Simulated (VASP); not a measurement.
Here is a VASP 6.6.1 calculation.

The input INCAR:

```
SYSTEM = I
ALGO = Normal
EDIFF = 1E-7
ENCUT = 520
GGA = PS
ISIF = 2
ISMEAR = -1
LASPH = .True.
LCHARG = .False.
LREAL = .False.
LWAVE = .False.
NBANDS = 14
NELM = 100
PREC = Accurate
SIGMA = 0.05
```

The input KPOINTS:

```
k-points
0
Gamma
  4 4 2
  0 0 0
```

File POSCAR:

```
I
1.0
    4.2374000000      0.0000000000      0.0000000000
    0.0000000000      4.2374000000      0.0000000000
    0.0000000000      0.0000000000      8.8000000000
I
2
Direct
    0.5000000000      0.0000000000      0.6629700000
    0.0000000000      0.5000000000      0.3370300000
```

Potentials or basis: VASP PAW PBE potentials, release 64 (I).

The run is started by

```console
$ cat potpaw_PBE.64/I/POTCAR > POTCAR
$ mpirun -np 1 vasp_std > vasp.out
```

Predict the band gap on the k mesh.

zero (bands 7 and 8 overlap by 0.72 eV).

Estimate the pressure.

-2.5 GPa.

Stress tensor (GPa, compression positive):
```
-3.17  0.00  0.00
 0.00 -3.17  0.00
 0.00  0.00 -1.20
```

Caveat: the k points lie up to 0.37 Å⁻¹ apart, too coarse for converged energies and pressures of a metal; the PAW data sets were made with another functional, which shifts forces and pressure a little; spin-orbit coupling is left out, which moves the levels of the heavy elements.
